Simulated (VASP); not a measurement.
Si3Sn:

```
CELL_PARAMETERS angstrom
3.85386 0.00000 0.00000
0.00000 3.85386 0.00000
0.00000 0.00000 5.45019
ATOMIC_POSITIONS crystal
Si 0.50000 0.00000 0.75000
Si 0.50000 0.50000 0.00000
Si 0.00000 0.50000 0.25000
Sn 0.00000 0.00000 0.50000
```

- Program: VASP 6.6.1
- Task: relaxation of cell and atoms
- Functional: PBE
- Potentials or basis: VASP PAW PBE potentials, release 64 (Si, Sn_d)
- Cutoff: 600 eV
- k mesh: 6 × 6 × 4
- Occupations: fermi-dirac, width 0.02 eV
- Spin: no spin polarisation

At the start: pressure 18.8 GPa; volume 20.24 Å³/atom.

Task: How do energy, volume and symmetry change on relaxing?

Result: Over 12 steps the energy falls by 273.6 meV/atom and the volume is 23.86 Å³/atom (+17.9 %); space group P-4m2 (No. 115, to 0.05 Å).

Step by step:
```tsv
step	energy change (eV)	largest force (eV/Å)	pressure (GPa)	volume (Å³)
1	0.0000	2.9402	18.76	80.95
2	-0.6261	0.1534	-7.62	112.01
3	-1.0453	0.6881	-1.27	97.73
4	-1.0457	0.7178	-1.01	97.37
5	-1.0867	0.2980	-0.26	95.94
6	-1.0937	0.0392	0.27	95.10
7	-1.0937	0.0251	0.31	95.06
8	-1.0941	0.0259	-0.13	95.62
9	-1.0942	0.0094	0.02	95.44
10	-1.0942	0.0115	-0.01	95.46
11	-1.0942	0.0107	0.00	95.45
12	-1.0942	0.0042	-0.01	95.46
```

Final structure:
```
CELL_PARAMETERS angstrom
4.06423 0.00000 0.00000
0.00000 4.06423 0.00000
0.00000 0.00000 5.77905
ATOMIC_POSITIONS crystal
Si 0.50000 0.00000 0.77542
Si 0.50000 0.50000 0.00000
Si 0.00000 0.50000 0.22458
Sn 0.00000 0.00000 0.50000
```

Caveat: the volume moved by over 15 % at a fixed basis, so the end points are rough.
